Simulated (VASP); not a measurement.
A run of VASP 6.6.1 is set up as follows.

The input INCAR:

```
PREC     = Accurate       # precision mode
ENCUT    = 520            # plane-wave cutoff, eV
EDIFF    = 1E-6           # SCF threshold, eV
ISMEAR   = 0              # smearing method
SIGMA    = 0.05           # smearing width, eV
LREAL    = False          # projectors in reciprocal space
LASPH    = True           # aspherical terms in the spheres
NELM     = 80             # most SCF steps
ALGO     = Normal         # electronic algorithm
ISIF     = 2              # what is computed and relaxed
LWAVE    = False          # write WAVECAR
LCHARG   = True           # write CHGCAR
GGA      = PE             # functional
LELF     = True           # ELF
LVHAR    = True         
NBANDS   = 16             # bands
```

The input KPOINTS:

```
regular mesh
0
Gamma
  6 6 6
```

File POSCAR:

```
AlN
1.0
    0.0000000000     -2.2015682416     -2.2015682416
   -2.2015682416      0.0000000000     -2.2015682416
    2.2015682416      2.2015682416     -4.4031364832
Al N
2 2
Direct
   -0.0008842550     -0.0008842550     -0.0008842550
    0.4991157450      0.4991157450      0.4991157450
    0.3767033313      0.3767033313      0.8767033313
    0.8767033313      0.8767033313      0.3767033313
```

Potentials or basis: VASP PAW PBE potentials, release 64 (Al, N).

Command:

```sh
$ cat potpaw_PBE.64/Al/POTCAR potpaw_PBE.64/N/POTCAR > POTCAR
$ mpirun -np 1 vasp_std > vasp.out
```

(1) Predict the pressure.

(2) Predict the band gap on the k mesh.

Results:

(1) -0.2 GPa.

(2) 3.24 eV.

Caveat: the cell differs from its parent crystal (mode 4 frozen in at +0.000 Å and mode 10 at -0.015 Å (largest displacements)).
